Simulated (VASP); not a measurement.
Write the native input for VASP 6.6.1 that does the following.

| Item | Value |
| --- | --- |
| Task | single point |
| Functional | PBEsol |
| Dispersion | D3(BJ) |
| Potentials or basis | VASP PAW PBE potentials, release 64 (Hf_pv, Pd, Se, Br, O) |
| Cutoff | 520 eV |
| k mesh | 4 × 4 × 3 |
| Occupations | fermi-dirac, width 0.05 eV |
| Spin | no spin polarisation |
| Dipole correction | no |
| Further INCAR settings | ALGO = Normal; EDIFF = 1e-06; NBANDS = 53 |

The structure of Hf2Pd2Se2Br2O3 lies in POSCAR:

```
Hf2Pd2Se2Br2O3
1.0
    5.6580120785      0.0111841650      0.0032966566
   -0.5018045586      5.6705605761     -0.0426420316
   -1.4598330599     -0.9110484326      6.4255574721
Hf Pd Se Br O
2 2 2 2 3
Direct
    0.7438466687      0.3979530640      0.3463620954
    0.2887560625      0.4517807358      0.5974095272
    0.9116541291      0.1263547740      0.8484016911
    0.2490998559      0.9046244209      0.3579580964
    0.6380051932      0.4057771025      0.9338607473
    0.6275940121      0.7907477323      0.5345222276
    0.8443732324      0.9796973033      0.1524317269
    0.2353928636      0.8282991565      0.8739320357
    0.9591944112      0.2880470692      0.5928856327
    0.4278222977      0.2426985108      0.3982741992
    0.0742712737      0.5840201308      0.3639820204
```

These files were run (other wordings do the same):

INCAR

```
PREC = Accurate
ENCUT = 520
EDIFF = 1E-6
ISMEAR = -1
SIGMA = 0.05
LREAL = F
LASPH = T
NELM = 100
ALGO = Normal
ISIF = 2
LWAVE = F
LCHARG = F
GGA = PS
IVDW = 12
NBANDS = 53
```

KPOINTS

```
Automatic mesh
0
Gamma
  4 4 3
```

Potentials or basis: VASP PAW PBE potentials, release 64 (Hf_pv, Pd, Se, Br, O).

Command:

```console
$ cat potpaw_PBE.64/Hf_pv/POTCAR potpaw_PBE.64/Pd/POTCAR potpaw_PBE.64/Se/POTCAR potpaw_PBE.64/Br/POTCAR potpaw_PBE.64/O/POTCAR > POTCAR
$ mpirun -np 1 vasp_std > vasp.out
```

Results of the run:

```
Pressure                   : -0.5 GPa
Largest force              : 0.158 eV/Å
Band gap on the k mesh     : 0.12 eV (least direct gap 0.39 eV)
Dispersion energy per atom : -0.282 eV
```

Caveat: semilocal functionals underestimate gaps, and a narrow one can read as zero; the PAW data sets were made with another functional, which shifts forces and pressure a little; spin-orbit coupling is left out, which moves the levels of the heavy elements.

It took 16 min on 1 thread of AMD EPYC 7571, on a shared host, peak memory 0.46 GiB.
